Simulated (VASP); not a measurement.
A run of VASP 6.6.1:

Contents of INCAR:

```
ALGO = Normal
EDIFF = 1E-8
ENCUT = 520
GGA = PE
ISIF = 2
ISMEAR = -1
LASPH = T
LCHARG = F
LEFG = T
LREAL = F
LWAVE = F
NBANDS = 15
NELM = 80
PREC = Accurate
SIGMA = 0.01
```

KPOINTS

```
k-points
0
Gamma
  7 7 7
```

The input POSCAR:

```
CaSe
1.0
    0.0000000000      3.0044676307      3.0044676307
    3.0044676307      0.0000000000      3.0044676307
    3.0044676307      3.0044676307      0.0000000000
Ca Se
1 1
Direct
    0.0000000000      0.0000000000      0.0000000000
    0.5000000000      0.5000000000      0.5000000000
```

Potentials or basis: VASP PAW PBE potentials, release 64 (Ca_sv, Se).

Run with:

```sh
$ cat potpaw_PBE.64/Ca_sv/POTCAR potpaw_PBE.64/Se/POTCAR > POTCAR
$ mpirun -np 1 vasp_std > vasp.out
```

Hardware: 1 thread of Intel(R) Xeon(R) Platinum 8375C CPU @ 2.90GHz (Ice Lake), with other jobs on the host.

Question: Estimate the wall time of this run.

Answer: Run time: 13 s on 1 thread of Intel(R) Xeon(R) Platinum 8375C CPU @ 2.90GHz (Ice Lake), with other jobs on the host, peak memory 0.18 GiB. Counts: scf iterations 17, k points 20.
